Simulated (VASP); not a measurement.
A run of VASP 6.6.1 is set up as follows.

INCAR

```
SYSTEM = Ta
ALGO = Normal
EDIFF = 1E-6
EDIFFG = -0.001
ENCUT = 600
GGA = CA
IBRION = 2
ISIF = 3
ISMEAR = -1
LASPH = .True.
LCHARG = .False.
LREAL = .False.
LWAVE = .False.
NELM = 60
NSW = 80
PREC = Accurate
SIGMA = 0.15
```

File KPOINTS:

```
k-points
0
Gamma
  26 26 26
  0 0 0
```

The input POSCAR:

```
Ta
1.0
   -1.6267481472      1.6267481472      1.6267481472
    1.6267481472     -1.6267481472      1.6267481472
    1.6267481472      1.6267481472     -1.6267481472
Ta
1
Direct
    0.0000000000      0.0000000000      0.0000000000
```

Potentials or basis: VASP PAW LDA potentials, release 64 (Ta_pv).

The run is started by

```sh
$ cat potpaw_LDA.64/Ta_pv/POTCAR > POTCAR
$ mpirun -np 1 vasp_std > vasp.out
```

(1) Predict the relaxed cell.

(2) Predict the band gap on the k mesh.

(3) What does it give for the relaxed volume?

(4) Estimate the space group after relaxing (to 0.1 Å).

## Answers

(1) a = 2.823 Å, b = 2.823 Å, c = 2.823 Å, α = 109.47°, β = 109.47°, γ = 109.47°.

(2) zero (an odd number of electrons rules out a gap without spin polarisation).

(3) 17.32 Å³/atom.

(4) Im-3m (No. 229).

Caveat: spin-orbit coupling is left out, which moves the levels of the heavy elements.
